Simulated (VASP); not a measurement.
# InO in VASP: a series of runs, part 2 of 2

VASP 6.6.1. The steps go on from the part before.

### 4 Single point, PBE (strain -0.050 along x and y, +0.000 along z)

Contents of INCAR:

```
PREC = Accurate
ENCUT = 520
EDIFF = 1E-7
ISMEAR = 0
SIGMA = 0.03
LREAL = F
LASPH = T
NELM = 100
ALGO = Normal
ISIF = 2
LWAVE = F
LCHARG = F
GGA = PE
NBANDS = 27
```

Contents of KPOINTS:

```
Automatic mesh
0
Gamma
  12 12 2
```

Contents of POSCAR:

```
InO
1.0
    3.2809331112      0.0000000000      0.0000000000
   -1.6404665556      2.8413714224      0.0000000000
    0.0000000000      0.0000000000     15.8771000000
In O
2 2
Direct
    0.6666666667      0.3333333333      0.5900210000
    0.6666666667      0.3333333333      0.4099790000
    0.0000000000      0.0000000000      0.6398670000
    0.0000000000      0.0000000000      0.3601330000
```

Potentials or basis: VASP PAW PBE potentials, release 64 (In_d, O).

Started as:

```
$ cat potpaw_PBE.64/In_d/POTCAR potpaw_PBE.64/O/POTCAR > POTCAR
$ mpirun -np 1 vasp_std > vasp.out
```

OUTCAR:

```text
PREC = Accurate
   ENCUT = 520
   EDIFF = 1E-7
   ISMEAR = 0
   LREAL = F
   LASPH = T
   NELM = 100
   ISIF = 2
   GGA = PE

 ion  position               nearest neighbor table
   1  0.667  0.333  0.590-   3 2.05   3 2.05   3 2.05   2 2.86
   2  0.667  0.333  0.410-   4 2.05   4 2.05   4 2.05   1 2.86
   3  0.000  0.000  0.640-   1 2.05   1 2.05   1 2.05
   4  0.000  0.000  0.360-   2 2.05   2 2.05   2 2.05

  LATTYP: Found a hexagonal cell.
 ALAT       =     3.2809331112
 C/A-ratio  =     4.8392025872

  Lattice vectors:

 A1 = (   3.2809331112,   0.0000000000,   0.0000000000)
 A2 = (  -1.6404665556,   2.8413714224,   0.0000000000)
 A3 = (   0.0000000000,   0.0000000000,  15.8771000000)

Analysis of symmetry for initial positions (statically):
=====================================================================
 Subroutine PRICEL returns:
 Original cell was already a primitive cell.

 Routine SETGRP: Setting up the symmetry group for a
 hexagonal supercell.

[... 167 lines left out ...]

  energy without entropy =      -19.04073606  energy(sigma->0) =      -19.04073606

 E-fermi :  -0.7000     XC(G=0):  -5.1088

 val. band max:       -0.8331042931   @ k =   0.3333   0.3333   0.0000
 cond. band min:      -0.5439965836   @ k =   0.0000   0.0000   0.5000
 fundamental gap:      0.2891077095
 Fermi energy:        -0.6999665641

 k-point     1 :       0.0000    0.0000    0.0000
  band No.  band energies     occupation
      1     -19.5721      2.00000
      2     -19.5500      2.00000
      3     -14.7867      2.00000
      4     -14.7867      2.00000
      5     -14.7458      2.00000
      6     -14.7458      2.00000
[... 709 lines left out ...]
     26       8.0728      0.00000
     27       8.3011      0.00000

 [... further k-points ...]

------------------------ aborting loop because EDIFF is reached ----------------------------------------

  FORCE on cell =-STRESS in cart. coord.  units (eV):
  Direction    XX          YY          ZZ          XY          YZ          ZX
  --------------------------------------------------------------------------------------
  -------------------------------------------------------------------------------------
  Total        7.8326822      7.8326822      1.6976922     -0.0000000      0.0000000      0.0000000
  in kB       84.7860735     84.7860735     18.3769301     -0.0000000      0.0000000      0.0000000
  external PRESSURE =      62.6496924 kB  Pullay stress =       0.0000000 kB

 VOLUME and BASIS-vectors are now :
 -----------------------------------------------------------------------------
  energy-cutoff  :      520.00
  volume of cell :      148.01
      direct lattice vectors                 reciprocal lattice vectors
     3.280933111  0.000000000  0.000000000     0.304791340  0.175971362  0.000000000
    -1.640466556  2.841371422  0.000000000     0.000000000  0.351942725  0.000000000
     0.000000000  0.000000000 15.877100000     0.000000000  0.000000000  0.062983794

 POSITION                                       TOTAL-FORCE (eV/Angst)
 -----------------------------------------------------------------------------------
      1.64047      0.94712      9.36782         0.000000     -0.000000     -1.168008
      1.64047      0.94712      6.50928        -0.000000     -0.000000      1.168008
      0.00000      0.00000     10.15923         0.000000     -0.000000      1.148710
      0.00000      0.00000      5.71787        -0.000000      0.000000     -1.148710
 -----------------------------------------------------------------------------------
    total drift:                               -0.000001      0.000001      0.000000

  FREE ENERGIE OF THE ION-ELECTRON SYSTEM (eV)
  ---------------------------------------------------
  free  energy   TOTEN  =       -19.0407360617 eV

  energy  without entropy=      -19.0407360617  energy(sigma->0) =      -19.04073606
```

OSZICAR:

```text
N       E                     dE             d eps       ncg     rms          rms(c)
DAV:   1     0.411487713600E+03    0.41149E+03   -0.18226E+04  2076   0.147E+03
DAV:   2     0.415871530075E+02   -0.36990E+03   -0.35533E+03  2251   0.395E+02
DAV:   3    -0.201105546820E+02   -0.61698E+02   -0.60820E+02  2471   0.177E+02
[... 14 lines left out ...]
DAV:  18    -0.190407280234E+02   -0.48540E-04   -0.26652E-06  2244   0.652E-03    0.113E-03
DAV:  19    -0.190407340246E+02   -0.60012E-05   -0.15523E-07  1881   0.242E-03    0.668E-04
DAV:  20    -0.190407357848E+02   -0.17602E-05   -0.73103E-08  1647   0.289E-03    0.688E-04
DAV:  21    -0.190407360501E+02   -0.26526E-06   -0.22532E-08  1794   0.109E-03    0.404E-04
DAV:  22    -0.190407360617E+02   -0.11566E-07   -0.44626E-09  1748   0.669E-04
   1 F= -.19040736E+02 E0= -.19040736E+02  d E =-.657126E-12
```

Wall time 2.4 min (1 thread of AMD EPYC 9R14 (Zen 4), shared host); peak memory 0.27 GiB.

What came out:

```
Free energy            : -19.0407 eV
Largest force          : 1.168 eV/Å
Band gap on the k mesh : 0.29 eV (least direct gap 1.50 eV)
```

Forces in eV/Å, atoms in the order of the input:
```
In   0.000  0.000 -1.168
In   0.000  0.000  1.168
O    0.000  0.000  1.149
O    0.000  0.000 -1.149
```

Caveat: the cell differs from its parent crystal (strain -0.050 along x and y, +0.000 along z); spin-orbit coupling is left out, which moves the levels of the heavy elements.

### 5 Overview

```csv
cell,gap on the mesh (eV),largest force (eV/Å)
"a = 3.281, b = 3.281, c = 15.083 Å, angles 90.0, 90.0, 120.0°, 4 atoms",0.54,1.58
"a = 3.281, b = 3.281, c = 15.480 Å, angles 90.0, 90.0, 120.0°, 4 atoms",0.42,1.36
"a = 3.281, b = 3.281, c = 15.877 Å, angles 90.0, 90.0, 120.0°, 4 atoms",0.29,1.17
```

Alike in all rows: task single point; level PBE; potentials or basis VASP PAW PBE potentials, release 64 (In_d, O); no spin polarisation; k mesh 12 × 12 × 2; cutoff (eV) 520; smearing gaussian 0.03 eV.

Caveats: spin-orbit coupling is left out, which moves the levels of the heavy elements.

Total energies depend on the potentials used, so only differences within one code and one set of settings carry meaning.
